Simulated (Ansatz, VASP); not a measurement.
## N in VASP and in Ansatz

File INCAR:

```
ALGO = Normal ; EDIFF = 1E-6
ENCUT = 520 ; GGA = CA
ISIF = 2 ; ISMEAR = 0
ISPIN = 2 ; LASPH = True
LCHARG = False ; LORBIT = 11
LREAL = False ; LWAVE = False
MAGMOM = 3.18 3.18 ; NBANDS = 16
NELM = 150 ; PREC = Accurate
SIGMA = 0.05
```

The input KPOINTS:

```
k-points
0
Gamma
  12 12 6
```

Contents of POSCAR:

```
N
1.0
    3.5704591278      0.0000000000      0.0000000000
   -1.7852295639      3.0921083078      0.0000000000
    0.0000000000      0.0000000000      6.0847325539
N
2
Direct
    0.3333333333      0.6666666667      0.2500000000
    0.6666666667      0.3333333333      0.7500000000
```

Input for Ansatz:

```yaml
crystal:
  lattice:
    - [3.5704591278, 0.0, 0.0]
    - [-1.7852295639, 3.0921083078, 0.0]
    - [0.0, 0.0, 6.0847325539]
  atoms:
    - { symbol: "N", position: [0.3333333333, 0.6666666667, 0.25], spin: 3.18 }
    - { symbol: "N", position: [0.6666666667, 0.3333333333, 0.75], spin: 3.18 }
basis:
  ecutwfc: 420
kpoints:
  mp_grid: { grid: [12, 12, 6] }
hamiltonian:
  xc: lda
scf:
  occupations: { method: gaussian, width: 0.05 }
output:
  forces: true
  stress: true
  eigenvalues: true
  populations: true
  write_density: true
  write_potential: true
  elf: true
  volumetric_format: npy
magnetization:
  spin_polarized: true
```

Alike in both runs: task single point; functional LDA; k mesh 12 × 12 × 6; occupations gaussian, width 0.05 eV; collinear spin.

```csv
,VASP,Ansatz
version,VASP 6.6.1,Ansatz 0.2.0
potentials or method,"VASP PAW LDA potentials, release 64 (N), cutoff 520 eV","scalar-relativistic, plane waves, PAW"
valence electrons in the cell,10,10
```

Ansatz gave:

```
gap on the k mesh at the Fermi level (eV)                     : 2.20
least direct gap on the mesh (eV)                             : 2.20
pressure (GPa)                                                : -0.3
net moment per atom (μB)                                      : 3.00
size of the moment on the site where the two differ most (μB) : 2.89
```

Task: Which values does VASP return?

Result: gap on the k mesh at the Fermi level (eV): 2.07; least direct gap on the mesh (eV): 2.07; pressure (GPa): -0.4; net moment per atom (μB): 3.00; size of the moment on the site where the two differ most (μB): 1.93.

LDA's correlation is that of Perdew and Zunger in VASP and of Perdew and Wang (1992) in Ansatz. Site moments also hang on the region over which each program counts them.
